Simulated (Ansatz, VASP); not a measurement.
Two plane-wave programs on C

```
C
1.0
     0.00000    1.78010    1.78010
     1.78010    0.00000    1.78010
     1.78010    1.78010    0.00000
C
2
Direct
  0.00000 0.00000 0.00000
  0.25000 0.25000 0.25000
```

Alike in both runs: task single point; functional r2SCAN; k mesh 12 × 12 × 12; occupations gaussian, width 0.05 eV; no spin polarisation.

|  | VASP | Ansatz |
| --- | --- | --- |
| version | VASP 6.6.1 | Ansatz 0.2.0 |
| potentials or method | VASP PAW PBE potentials, release 64 (C_h), cutoff 910 eV | scalar-relativistic, plane waves, PAW |
| valence electrons in the cell | 8 | 8 |

VASP gave:

- gap on the k mesh at the Fermi level (eV): 4.39
- least direct gap on the mesh (eV): 5.89

**Question.** Which values does Ansatz return?

**Answer.** gap on the k mesh at the Fermi level (eV): 4.39; least direct gap on the mesh (eV): 5.90.

VASP's potentials were made for PBE, not for r2SCAN.

Noted on VASP's run: the cutoff is short for stress, so the pressure is rough.
